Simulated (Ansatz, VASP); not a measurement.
Two plane-wave programs on C

Contents of INCAR:

```
SYSTEM = C
PREC = Accurate ; ENCUT = 520
EDIFF = 1E-6 ; ISMEAR = 0
SIGMA = 0.1 ; LREAL = .False.
LASPH = .True. ; NELM = 150
ALGO = Normal ; ISIF = 2
LWAVE = .False. ; LCHARG = .True.
ISPIN = 2 ; MAGMOM = 1
LORBIT = 11 ; GGA = PE
LELF = .True. ; LVHAR = .True.
NBANDS = 12
```

The input KPOINTS:

```
Automatic mesh
0
Gamma
  6 6 12
  0 0 0
```

The input POSCAR:

```
C
1.0
    1.6703979481     -2.8554637929      0.0000000000
    1.6703979481      2.8554637929      0.0000000000
    0.0000000000      0.0000000000      1.2863842345
C
1
Direct
    0.0000000000      0.0000000000      0.0000000000
```

Input for Ansatz:

```yaml
crystal:
  lattice:
    - [1.6703979481, -2.8554637929, 0.0]
    - [1.6703979481, 2.8554637929, 0.0]
    - [0.0, 0.0, 1.2863842345]
  atoms:
    - { symbol: C, position: [0.0, 0.0, 0.0], spin: 1.0 }
basis:
  ecutwfc: 420
kpoints:
  mp_grid: { grid: [6, 6, 12] }
hamiltonian:
  xc: pbe
scf:
  occupations: { method: gaussian, width: 0.1 }
  lower_state_search: "off"
output:
  forces: true
  stress: true
  eigenvalues: true
  populations: true
magnetization:
  spin_polarized: true
```

Alike in both runs: task single point; functional PBE; k mesh 6 × 6 × 12; occupations gaussian, width 0.1 eV; collinear spin.

|  | VASP | Ansatz |
| --- | --- | --- |
| version | VASP 6.6.1 | Ansatz 0.2.0 |
| potentials or method | VASP PAW PBE potentials, release 64 (C), cutoff 520 eV | scalar-relativistic, plane waves, PAW |
| valence electrons in the cell | 4 | 4 |

Ansatz gave:

* gap on the k mesh at the Fermi level (eV): none
* pressure (GPa): 0.2
* traceless stress, the component that is largest in VASP (GPa): -0.26
* net moment per atom (μB): 0.00

Task: Which values does VASP return?

Result: gap on the k mesh at the Fermi level (eV): none; pressure (GPa): 0.0; traceless stress, the component that is largest in VASP (GPa): -0.49; net moment per atom (μB): 0.00.

A gap of «none» marks a metal or a gap that the smearing closes. Ansatz's warnings: seeded moment not kept.

The k mesh is coarse, so the values compare programs but aren't converged.
